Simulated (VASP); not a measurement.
Input of a VASP 6.6.1 run:

INCAR

```
  PREC = Accurate
  ENCUT = 520
  EDIFF = 1E-7
  ISMEAR = 0
  SIGMA = 0.1
  LREAL = False
  LASPH = True
  NELM = 100
  ALGO = Normal
  ISIF = 2
  LWAVE = False
  LCHARG = True
  GGA = CA
  LELF = True
  LVHAR = True
  NBANDS = 14
```

KPOINTS

```
regular mesh
0
Gamma
  14 14 14
```

The input POSCAR:

```
Rh
1.0
    0.0000000000      1.8776226225      1.8776226225
    1.8776226225      0.0000000000      1.8776226225
    1.8776226225      1.8776226225      0.0000000000
Rh
1
Direct
    0.0000000000      0.0000000000      0.0000000000
```

Potentials or basis: VASP PAW LDA potentials, release 64 (Rh_pv).

Command:

```console
$ cat potpaw_LDA.64/Rh_pv/POTCAR > POTCAR
$ mpirun -np 1 vasp_std > vasp.out
```

(1) Estimate the pressure.

## Answers

(1) 0.6 GPa.
